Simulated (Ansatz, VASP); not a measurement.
Ir in VASP and in Ansatz

```xyz
1
Lattice="2.6254 0.0000 0.0000 0.0000 2.6254 0.0000 0.0000 0.0000 2.6254" Properties=species:S:1:pos:R:3 pbc="T T T"
Ir    0.0000    0.0000    0.0000
```

Alike in both runs: task single point; functional LDA; k mesh 14 × 14 × 14; occupations fermi-dirac, width 0.1 eV; no spin polarisation.

|  | VASP | Ansatz |
| --- | --- | --- |
| version | VASP 6.6.1 | Ansatz 0.2.0 |
| potentials or method | VASP PAW LDA potentials, release 64 (Ir), cutoff 520 eV | plane waves (420 eV) with PAW, scalar-relativistic |
| valence electrons in the cell | 9 | 17 |

```tsv
	VASP	Ansatz	Ansatz less VASP
pressure (GPa)	-24.1	-25.1	-0.99
```

Ansatz warns that its potentials were made for another functional, while VASP's fit it. LDA's correlation is that of Perdew and Zunger in VASP and of Perdew and Wang (1992) in Ansatz. VASP's potentials hold 9 valence electrons a cell and Ansatz's 17, so a difference there can come from the potentials and not from the codes.

Spin-orbit coupling is off throughout.
